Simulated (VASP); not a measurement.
# Fe (Im-3m) in VASP: single point with r2SCAN

Aim: the single point of Fe with r2SCAN.

Everything below comes from runs of VASP 6.6.1. Logs are shortened: lines on timing, memory, paths and dates and some standing lists are left out, and cuts for length are marked.

## Step 1: The cell of the first run

Symmetry: Im-3m, No. 229, cubic system. Conventional cell: a = 2.867 Å, b = 2.867 Å, c = 2.867 Å, α = 90.00°, β = 90.00°, γ = 90.00°. Fe (site symmetry m-3m) has 14 Fe at 2.48 to 2.87 Å within 3.3 Å.

## Step 2: Single point, r2SCAN, collinear spin, ferromagnetic start

POSCAR

```
Fe
1.0
    2.8668888559      0.0000000000      0.0000000000
    0.0000000000      2.8668888559      0.0000000000
    0.0000000000      0.0000000000      2.8668888559
Fe
2
Direct
    0.0000000000      0.0000000000      0.0000000000
    0.5000000000      0.5000000000      0.5000000000
```

INCAR.step1

```
PREC = Accurate
ENCUT = 520
ISMEAR = 1
SIGMA = 0.1
LREAL = F
LASPH = T
NELM = 150
ISPIN = 2
MAGMOM = 2.4 2.4
LMAXMIX = 4
NBANDS = 19
GGA = PE
ALGO = Normal
EDIFF = 1E-4
LWAVE = T
LCHARG = F
```

INCAR.step2

```
PREC = Accurate
ENCUT = 520
EDIFF = 1E-6
ISMEAR = 1
SIGMA = 0.1
LREAL = F
LASPH = T
NELM = 150
ALGO = Normal
ISIF = 2
LWAVE = F
LCHARG = F
ISPIN = 2
MAGMOM = 2.4 2.4
LORBIT = 11
LMAXMIX = 4
METAGGA = R2SCAN
LMIXTAU = T
NBANDS = 19
ISTART = 1
```

KPOINTS

```
regular mesh
0
Gamma
  18 18 18
```

Potentials or basis: VASP PAW PBE potentials, release 64 (Fe).

Command:

```
$ cat potpaw_PBE.64/Fe/POTCAR > POTCAR
$ cp INCAR.step1 INCAR
$ mpirun -np 1 vasp_std > vasp.out
$ cp INCAR.step2 INCAR
$ mpirun -np 1 vasp_std > vasp.out
```

OUTCAR:

```text
PREC = Accurate
   ENCUT = 520
   EDIFF = 1E-6
   ISMEAR = 1
   LREAL = F
   LASPH = T
   NELM = 150
   ISIF = 2
   ISPIN = 2
   LORBIT = 11
   METAGGA = R2SCAN
   ISTART = 1

 ion  position               nearest neighbor table
   1  0.000  0.000  0.000-   2 2.48   2 2.48   2 2.48   2 2.48   2 2.48   2 2.48   2 2.48   2 2.48

   2  0.500  0.500  0.500-   1 2.48   1 2.48   1 2.48   1 2.48   1 2.48   1 2.48   1 2.48   1 2.48

  LATTYP: Found a simple cubic cell.
 ALAT       =     2.8668888559

  Lattice vectors:

 A1 = (   2.8668888559,   0.0000000000,   0.0000000000)
 A2 = (   0.0000000000,   2.8668888559,   0.0000000000)
 A3 = (   0.0000000000,   0.0000000000,   2.8668888559)

Analysis of symmetry for initial positions (statically):
=====================================================================
 Subroutine PRICEL returns following result:

  LATTYP: Found a body centered cubic cell.
 ALAT       =     2.8668888559

  Lattice vectors:

 A1 = (   1.4334444279,   1.4334444279,  -1.4334444279)
 A2 = (  -1.4334444279,   1.4334444279,   1.4334444279)
 A3 = (   1.4334444279,  -1.4334444279,   1.4334444279)

   2 primitive cells build up your supercell.

 Routine SETGRP: Setting up the symmetry group for a
 simple cubic supercell.

 Subroutine GETGRP returns: Found 48 space group operations
 (whereof 48 operations were pure point group operations)
 out of a pool of 48 trial point group operations.

The static configuration has the point symmetry O_h .

Analysis of symmetry for dynamics (positions and initial velocities):
=====================================================================
 Subroutine PRICEL returns following result:

  LATTYP: Found a body centered cubic cell.
 ALAT       =     2.8668888559

  Lattice vectors:

 A1 = (   1.4334444279,   1.4334444279,  -1.4334444279)
 A2 = (  -1.4334444279,   1.4334444279,   1.4334444279)
 A3 = (   1.4334444279,  -1.4334444279,   1.4334444279)

   2 primitive cells build up your supercell.

 Routine SETGRP: Setting up the symmetry group for a
 simple cubic supercell.

 Subroutine GETGRP returns: Found 48 space group operations
 (whereof 48 operations were pure point group operations)
 out of a pool of 48 trial point group operations.

The dynamic configuration has the point symmetry O_h .

Analysis of structural, dynamic, and magnetic symmetry:
=====================================================================
 Subroutine PRICEL returns following result:

  LATTYP: Found a body centered cubic cell.
 ALAT       =     2.8668888559

  Lattice vectors:

 A1 = (   1.4334444279,   1.4334444279,  -1.4334444279)
 A2 = (  -1.4334444279,   1.4334444279,   1.4334444279)
 A3 = (   1.4334444279,  -1.4334444279,   1.4334444279)

   2 primitive cells build up your supercell.

 Routine SETGRP: Setting up the symmetry group for a
 simple cubic supercell.

 Subroutine GETGRP returns: Found 48 space group operations
 (whereof 48 operations were pure point group operations)
 out of a pool of 48 trial point group operations.

The overall configuration has the point symmetry O_h .

 Subroutine INISYM returns: Found 48 space group operations
 (whereof 48 operations are pure point group operations),
 and found     2 'primitive' translations

----------------------------------------------------------------------------------------

                                     Primitive cell

  volume of cell :      11.7816

  direct lattice vectors                    reciprocal lattice vectors
     1.433444428  1.433444428 -1.433444428     0.348810174  0.348810174  0.000000000
    -1.433444428  1.433444428  1.433444428     0.000000000  0.348810174  0.348810174
     1.433444428 -1.433444428  1.433444428     0.348810174  0.000000000  0.348810174

  length of vectors
     2.482798579  2.482798579  2.482798579     0.493292078  0.493292078  0.493292078

  position of ions in fractional coordinates (direct lattice)
     0.000000000  0.000000000  0.000000000

  ion indices of the primitive-cell ions
   primitive index   ion index
                 1           1

----------------------------------------------------------------------------------------

 KPOINTS: regular mesh

Automatic generation of k-mesh.
 Grid dimensions read from file:
 generate k-points for:   18   18   18

 Generating k-lattice:

  Cartesian coordinates                     Fractional coordinates (reciprocal lattice)
     0.019378343  0.000000000  0.000000000     0.055555556  0.000000000  0.000000000
     0.000000000  0.019378343  0.000000000     0.000000000  0.055555556  0.000000000
     0.000000000  0.000000000  0.019378343     0.000000000  0.000000000  0.055555556

  Length of vectors
     0.019378343  0.019378343  0.019378343

  Shift w.r.t. Gamma in fractional coordinates (k-lattice)
     0.000000000  0.000000000  0.000000000

 Subroutine IBZKPT returns following result:
 ===========================================

 Found    220 irreducible k-points:

 Following reciprocal coordinates:
            Coordinates               Weight
  0.000000  0.000000  0.000000      1.000000
  0.055556  0.000000  0.000000      6.000000
  0.111111  0.000000  0.000000      6.000000
  0.166667  0.000000  0.000000      6.000000
  0.222222  0.000000  0.000000      6.000000
  0.277778  0.000000  0.000000      6.000000
[... 16 lines left out ...]
  0.277778  0.111111  0.000000     24.000000
  0.333333  0.111111  0.000000     24.000000
 [... further k-points ...]
   k-points           NKPTS =    220   k-points in BZ     NKDIM =    220   number of bands    NBANDS=     19
   number of dos      NEDOS =    301   number of ions     NIONS =      2
   total plane-waves  NPLWV =  13824
   dimension x,y,z NGX =    24 NGY =   24 NGZ =   24
   dimension x,y,z NGXF=    48 NGYF=   48 NGZF=   48
   ions per type =               2
   NGX,Y,Z   is equivalent  to a cutoff of  13.92, 13.92, 13.92 a.u.
   NGXF,Y,Z  is equivalent  to a cutoff of  27.83, 27.83, 27.83 a.u.
 SYSTEM =  unknown system
   PREC   = accura    normal or accurate (medium, high low for compatibility)
   ISTART =      1    job   : 0-new  1-cont  2-samecut
   ICHARG =      0    charge: 1-file 2-atom 10-const
   ISPIN  =      2    spin polarized calculation?
   LNONCOLLINEAR =      F non collinear calculations
   LSORBIT =      F    spin-orbit coupling
   LASPH  =      T    aspherical Exc in radial PAW
   ENCUT  =  520.0 eV  38.22 Ry    6.18 a.u.   5.33  5.33  5.33*2*pi/ulx,y,z
   NELM   =    150;   NELMIN=  2; NELMDL=  0     # of ELM steps
   EDIFF  = 0.1E-05   stopping-criterion for ELM
   LREAL  =      F    real-space projection
   EDIFFG = 0.1E-04   stopping-criterion for IOM
   NSW    =      0    number of steps for IOM
   IBRION =     -1    ionic relax: 0-MD 1-quasi-New 2-CG
   NFREE  =      0    steps in history (QN), initial steepest desc. (CG)
   ISIF   =      2    stress and relaxation
   ISYM   =      2    0-nonsym 1-usesym 2-fastsym
   POTIM  = 0.5000    time-step for ionic-motion
   TEBEG  =    0.0;   TEEND  =   0.0 temperature during run
   PSTRESS=    0.0 pullay stress
   NELECT =      16.0000    total number of electrons
   NUPDOWN=      -1.0000    fix difference up-down
   EMIN   =  10.00;   EMAX   =-10.00  energy-range for DOS
   EFERMI =   0.00;   METHOD = LEGACY
   ISMEAR =     1;   SIGMA  =   0.10  broadening in eV -4-tet -1-fermi 0-gaus
   EFERMI_NEDOS =   21; number of points for ismear=-14 and -15
   IALGO  =     38    algorithm
   IMIX   =      4    mixing-type and parameters
     AMIX     =   0.40;   BMIX     =  1.00
     AMIX_MAG =   1.60;   BMIX_MAG =  1.00
  volume/ion in A,a.u.               =      11.78        79.51
  Fermi-wavevector in a.u.,A,eV,Ry     =   1.438922  2.719169 28.170822  2.070497
  Thomas-Fermi vector in A             =   2.557835
   LORBIT       =     11    0 simple, 1 ext, 2 COOP (PROOUT), +10 PAW based schemes
   METAGGA = R2SCAN    functional components
   LHFCALC =     F    Hartree Fock is set to
   AEXX    =    0.0000 exact exchange contribution
   IVDW    =     0    specifies the selected vdW correction
   LEPSILON=     F    determine dielectric tensor
   LRPA    =     F    only Hartree local field effects (RPA)
 spin polarized calculation
 Methfessel and Paxton  Order N= 1 SIGMA  =   0.10
  energy-cutoff  :      520.00
  volume of cell :       23.56
 maximum number of plane-waves:       655
 NGX is ok and might be reduce to    24
   NGX = 11   NGY = 11   NGZ = 11

 number of electron      15.9999991 magnetization       5.3044894

 Free energy of the ion-electron system (eV)
  ---------------------------------------------------
  ext. energy  EPLUGINS =         0.00000000
  ---------------------------------------------------
  free energy    TOTEN  =       -28.71697291 eV

  energy without entropy =      -28.71705547  energy(sigma->0) =      -28.71700043

 E-fermi :   5.4688     XC(G=0): -14.0155

 val. band max:        5.4609897592   @ k =   0.5000   0.5000   0.0000
 cond. band min:       5.4690090702   @ k =   0.4444   0.4444   0.0000
 fundamental gap:      0.0080193110
 Fermi energy:         5.4688091481

 spin component 1

 k-point     1 :       0.0000    0.0000    0.0000
  band No.  band energies     occupation
      1      -3.0180      1.00000
      2       0.1719      1.00000
      3       0.1719      1.00000
      4       2.3976      1.00000
      5       2.3976      1.00000
      6       2.3976      1.00000
[... 11 lines left out ...]
     18      31.1039      0.00000
     19      31.1039      0.00000
[... 489 lines left out ...]
      3       1.1116      1.00000
      4       2.2202      1.00000
      5       2.3530      1.00000
      6       3.0258      1.00000
[... 11 lines left out ...]
     18      26.5552      0.00000
     19      26.6075      0.00000

 [... further k-points ...]

 spin component 2

 k-point     1 :       0.0000    0.0000    0.0000
  band No.  band energies     occupation
      1      -3.6435      1.00000
      2       2.8050      1.00000
      3       2.8051      1.00000
      4       5.8303     -0.00000
      5       5.8303     -0.00000
      6       5.8303     -0.00000
[... 11 lines left out ...]
     18      30.7370      0.00000
     19      30.7370      0.00000
[... 489 lines left out ...]
      3       3.9936      1.00000
      4       5.4799      0.40660
      5       5.5551     -0.00450
      6       6.4347     -0.00000
[... 11 lines left out ...]
     18      27.0024      0.00000
     19      27.6767      0.00000

 [... further k-points ...]
[... 5 lines left out ...]
  --------------------------------------------------------------------------------------
  -------------------------------------------------------------------------------------
  Total       -0.0562913     -0.0562913     -0.0562913     -0.0000000      0.0000000     -0.0000000
  in kB       -3.8275327     -3.8275327     -3.8275327     -0.0000000      0.0000000     -0.0000000
  external PRESSURE =      -3.8275327 kB  Pullay stress =       0.0000000 kB

 VOLUME and BASIS-vectors are now :
 -----------------------------------------------------------------------------
  energy-cutoff  :      520.00
  volume of cell :       23.56
      direct lattice vectors                 reciprocal lattice vectors
     2.866888856  0.000000000  0.000000000     0.348810174  0.000000000  0.000000000
     0.000000000  2.866888856  0.000000000     0.000000000  0.348810174  0.000000000
     0.000000000  0.000000000  2.866888856     0.000000000  0.000000000  0.348810174

 POSITION                                       TOTAL-FORCE (eV/Angst)
 -----------------------------------------------------------------------------------
      0.00000      0.00000      0.00000         0.000000      0.000000      0.000000
      1.43344      1.43344      1.43344        -0.000000     -0.000000     -0.000000
 -----------------------------------------------------------------------------------
    total drift:                                0.000000      0.000000     -0.000000

  FREE ENERGIE OF THE ION-ELECTRON SYSTEM (eV)
  ---------------------------------------------------
  free  energy   TOTEN  =       -28.7169729117 eV

  energy  without entropy=      -28.7170554692  energy(sigma->0) =      -28.71700043

 total charge

# of ion       s       p       d       tot
------------------------------------------
    1        0.478   0.550   6.169   7.197
    2        0.478   0.550   6.169   7.197
--------------------------------------------------
tot          0.957   1.100  12.338  14.394

 magnetization (x)

# of ion       s       p       d       tot
------------------------------------------
    1       -0.012  -0.118   2.852   2.722
    2       -0.012  -0.118   2.852   2.722
--------------------------------------------------
tot         -0.024  -0.235   5.703   5.444
```

Run time: 7.4 min. Hardware: 1 thread of AMD EPYC 9R45 (Zen 5), shared host; peak memory 0.23 GiB.

What came out:

| Quantity | Value |
| --- | --- |
| Free energy | -28.7170 eV |
| Pressure | -0.4 GPa |
| Net moment | 5.30 μB per cell |
| Site moments | Fe +2.72 μB |
| Valence electrons inside the program's atomic spheres | Fe 7.20 |

Caveat: the PAW data sets were made with another functional, which shifts forces and pressure a little.
